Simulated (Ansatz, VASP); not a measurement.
## KTaO3: VASP beside Ansatz

INCAR

```
SYSTEM = KTaO3
PREC = Accurate
ENCUT = 520
EDIFF = 1E-8
ISMEAR = -1
SIGMA = 0.01
LREAL = .FALSE.
LASPH = .TRUE.
NELM = 60
ALGO = Normal
ISIF = 2
LWAVE = .FALSE.
LCHARG = .FALSE.
GGA = CA
LEFG = .TRUE.
NBANDS = 27
```

The input KPOINTS:

```
regular mesh
0
G
  5 5 5
  0 0 0
```

Contents of POSCAR:

```
KTaO3
1.0
    3.9883000000      0.0000000000      0.0000000000
    0.0000000000      3.9883000000      0.0000000000
    0.0000000000      0.0000000000      3.9085340000
K Ta O
1 1 3
Direct
    0.5000000000      0.5000000000      0.5000000000
    0.0000000000      0.0000000000      0.0000000000
    0.5000000000      0.0000000000      0.0000000000
    0.0000000000      0.5000000000      0.0000000000
    0.0000000000      0.0000000000      0.5000000000
```

Input for Ansatz:

```yaml
crystal:
  lattice:
    - [3.9883, 0.0, 0.0]
    - [0.0, 3.9883, 0.0]
    - [0.0, 0.0, 3.908534]
  atoms:
    - { symbol: K, position: [0.5, 0.5, 0.5] }
    - { symbol: Ta, position: [0.0, 0.0, 0.0] }
    - { symbol: O, position: [0.5, 0.0, 0.0] }
    - { symbol: O, position: [0.0, 0.5, 0.0] }
    - { symbol: O, position: [0.0, 0.0, 0.5] }
kpoints:
  mp_grid: { grid: [5, 5, 5] }
scf:
  occupations: { method: fermi_dirac, width: 0.01 }
hamiltonian:
  xc: lda
  pseudopotentials: { kind: all_electron, datasets: crystal }
output:
  forces: true
  stress: true
  eigenvalues: true
  efg: { contact_densities: true }
```

Change from the starting cell: zz strain of -2 %, crystal datasets.

Alike in both runs: task electric field gradients; functional LDA; k mesh 5 × 5 × 5; occupations fermi-dirac, width 0.01 eV; no spin polarisation.

```csv
,VASP,Ansatz
version,VASP 6.6.1,Ansatz 0.2.0
potentials or method,"VASP PAW LDA potentials, release 64 (K_sv, Ta_pv, O), cutoff 520 eV","all-electron PAW with datasets made for the crystal, scalar-relativistic"
```

```tsv
	VASP	Ansatz	Ansatz less VASP
gap on the k mesh at the Fermi level (eV)	2.15	2.21	+0.058
pressure (GPa)	-0.1	-1.3	-1.24
traceless stress, the component that is largest in VASP (GPa)	5.62	5.48	-0.139
size of Vzz on the site where it differs most (V/Å²)	119.0	113.5	-5.53
```

LDA's correlation is that of Perdew and Zunger in VASP and of Perdew and Wang (1992) in Ansatz. Ansatz ran all-electron here, and VASP with PAW potentials.

Neither program's run includes spin-orbit coupling.
